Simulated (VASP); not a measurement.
Input of a VASP 6.6.1 run:

Contents of INCAR:

```
SYSTEM = ZrSnSe3
ALGO = Normal ; EDIFF = 1E-6
ENCUT = 520 ; GGA = PE
ISIF = 2 ; ISMEAR = 0
LASPH = .TRUE. ; LCHARG = .TRUE.
LELF = .TRUE. ; LREAL = .FALSE.
LVHAR = .TRUE. ; LWAVE = .FALSE.
NBANDS = 30 ; NELM = 80
PREC = Accurate ; SIGMA = 0.1
```

File KPOINTS:

```
k-points
0
G
  4 4 4
  0 0 0
```

File POSCAR:

```
ZrSnSe3
1.0
    5.0582354260      0.0000000000      0.0000000000
    0.0000000000      5.0582354260      0.0000000000
    0.0000000000      0.0000000000      6.1275702267
Zr Sn Se
1 1 3
Direct
    0.5000000000      0.5000000000      0.5485817764
    0.0000000000      0.0000000000      1.1524616005
    0.5000000000      0.0000000000      0.3968979222
    0.5000000000      0.5000000000      0.9427607287
    0.0000000000      0.5000000000      0.3968979222
```

Potentials or basis: VASP PAW PBE potentials, release 64 (Zr_sv, Sn_d, Se).

Launch:

```console
$ cat potpaw_PBE.64/Zr_sv/POTCAR potpaw_PBE.64/Sn_d/POTCAR potpaw_PBE.64/Se/POTCAR > POTCAR
$ mpirun -np 1 vasp_std > vasp.out
```

Task: Predict the band gap on the k mesh.

Result: 0.91 eV, indirect (least direct gap 1.31 eV).

Task: Predict the pressure.

Result: 0.1 GPa.

Forces in eV/Å, atoms in the order of the input:
```
Zr   0.000  0.000 -0.019
Sn   0.000  0.000 -0.012
Se   0.000  0.000  0.000
Se   0.000  0.000  0.031
Se   0.000  0.000  0.000
```

Caveat: spin-orbit coupling is left out, which moves the levels of the heavy elements. A k mesh can miss the band edges.
